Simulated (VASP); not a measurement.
Set up this calculation in VASP 6.6.1, as the native input.

* Task: single point
* Functional: PBE
* Potentials or basis: VASP PAW PBE potentials, release 64 (Mg, O)
* Cutoff: 520 eV
* k mesh: 6 × 6 × 6
* Occupations: gaussian, width 0.01 eV
* Spin: no spin polarisation
* Dipole correction: no
* Further INCAR settings: ALGO = Normal; EDIFF = 1e-06; NBANDS = 11

The structure of MgO (Periclase) lies in POSCAR:

```
MgO
1.0
    0.0000000000      2.1021680256      2.1021680256
    1.9825546649      0.0000000000      2.1021680256
    1.9825546649      2.1021680256      0.0000000000
Mg O
1 1
Direct
    0.0000000000      0.0000000000      0.0000000000
    0.5000000000      0.5000000000      0.5000000000
```

This cell differs from its parent crystal: uniaxial x strain -5.7%.

These files were run (other wordings do the same):

INCAR

```
SYSTEM = MgO
  PREC = Accurate
  ENCUT = 520
  EDIFF = 1E-6
  ISMEAR = 0
  SIGMA = 0.01
  LREAL = .FALSE.
  LASPH = .TRUE.
  NELM = 80
  ALGO = Normal
  ISIF = 2
  LWAVE = .FALSE.
  LCHARG = .FALSE.
  GGA = PE
  NBANDS = 11
```

KPOINTS

```
Automatic mesh
0
G
  6 6 6
  0 0 0
```

Potentials or basis: VASP PAW PBE potentials, release 64 (Mg, O).

The run is started by

```console
$ cat potpaw_PBE.64/Mg/POTCAR potpaw_PBE.64/O/POTCAR > POTCAR
$ mpirun -np 1 vasp_std > vasp.out
```

Results of the run:

The pressure is 17.7 GPa. The band gap on the k mesh is 5.30 eV, direct.

Caveat: the k points lie up to 0.44 Å⁻¹ apart; the cell differs from its parent crystal (uniaxial x strain -5.7%).

Run time: 5.2 s on 1 thread of Intel(R) Xeon(R) Platinum 8259CL CPU @ 2.50GHz (Skylake/Cascade Lake) (shared host), peak memory 0.14 GiB.
